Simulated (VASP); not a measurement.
Write the native input for VASP 6.6.1 that does the following.

```yaml
Task: single point
Functional: LDA
Potentials_or_basis: VASP PAW LDA potentials, release 64 (Ga_d, N)
Cutoff: 520 eV
k_mesh: 8 × 6 × 6
Occupations: gaussian, width 0.05 eV
Spin: no spin polarisation
Dipole_correction: no
Further_INCAR_settings: ALGO = Normal; EDIFF = 1e-06; NBANDS = 46
```

The structure of GaN lies in POSCAR:

```
GaN
1.0
   -3.1515767111      0.0000000000      0.0000000000
    0.0000000000      0.0000000000     -5.1382481593
    0.0000000000     -5.4586909876      0.0000000000
Ga N
4 4
Direct
    0.5000000000      0.0023754917      0.1744962445
    0.0000000000     -0.0038193148      0.6588395647
    0.0000000000      0.4961806852      0.3411604353
    0.5000000000      0.5023754917      0.8255037555
    0.5000000000      0.6299455223      0.1678068503
    0.0000000000      0.6328202157      0.6655417092
    0.0000000000      0.1328202157      0.3344582908
    0.5000000000      0.1299455223      0.8321931497
```

This cell differs from its parent crystal: mode 11 frozen in at -0.046 Å and mode 13 at -0.036 Å (largest displacements).

One way to write it, as run:

INCAR

```
SYSTEM = GaN
PREC     = Accurate       ! precision mode
ENCUT    = 520            ! plane-wave cutoff, eV
EDIFF    = 1E-6           ! SCF threshold, eV
ISMEAR   = 0              ! smearing method
SIGMA    = 0.05           ! smearing width, eV
LREAL    = .FALSE.        ! projectors in reciprocal space
LASPH    = .TRUE.         ! aspherical terms in the spheres
NELM     = 100            ! most SCF steps
ALGO     = Normal         ! electronic algorithm
ISIF     = 2              ! what is computed and relaxed
LWAVE    = .FALSE.        ! write WAVECAR
LCHARG   = .FALSE.        ! write CHGCAR
NBANDS   = 46             ! bands
```

KPOINTS

```
regular mesh
0
G
  8 6 6
  0 0 0
```

Potentials or basis: VASP PAW LDA potentials, release 64 (Ga_d, N).

Command:

```console
$ cat potpaw_LDA.64/Ga_d/POTCAR potpaw_LDA.64/N/POTCAR > POTCAR
$ mpirun -np 1 vasp_std > vasp.out
```

Results of the run:

| Item | Value |
| --- | --- |
| Pressure | 1.7 GPa |
| Largest force | 1.542 eV/Å |
| Band gap on the k mesh | 2.05 eV |

Caveat: the cell differs from its parent crystal (mode 11 frozen in at -0.046 Å and mode 13 at -0.036 Å (largest displacements)); forces of over 1 eV/Å act on the atoms, so gaps and moduli don't describe the material at rest.

Wall time 11 min on 1 thread of AMD EPYC 7R13 Processor (Zen 3), on a shared host, peak memory 0.3 GiB.
